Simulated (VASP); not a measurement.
Input of a VASP 6.6.1 run:

INCAR

```
SYSTEM = Ru
  PREC = Accurate
  ENCUT = 520
  EDIFF = 1E-6
  ISMEAR = 0
  SIGMA = 0.15
  LREAL = .FALSE.
  LASPH = .TRUE.
  NELM = 80
  ALGO = Normal
  ISIF = 2
  LWAVE = .FALSE.
  LCHARG = .FALSE.
  GGA = PS
  NBANDS = 21
```

Contents of KPOINTS:

```
Automatic mesh
0
G
  14 14 8
  0 0 0
```

Contents of POSCAR:

```
Ru
1.0
    2.7325918414      0.0000000000      0.0000000000
   -1.3662959207      2.3664924001      0.0000000000
    0.0000000000      0.0000000000      4.3242978068
Ru
2
Direct
    0.3333333333      0.6666666667      0.2500000000
    0.6666666667      0.3333333333      0.7500000000
```

Potentials or basis: VASP PAW PBE potentials, release 64 (Ru_pv).

Command:

```console
$ cat potpaw_PBE.64/Ru_pv/POTCAR > POTCAR
$ mpirun -np 1 vasp_std > vasp.out
```

(1) Estimate the pressure.

(2) What does it give for the band gap on the k mesh?

Results:

(1) -15.0 GPa.

(2) zero (bands 14 and 15 overlap by 3.00 eV).

Caveat: the cell stands under tension; the PAW data sets were made with another functional, which shifts forces and pressure a little.
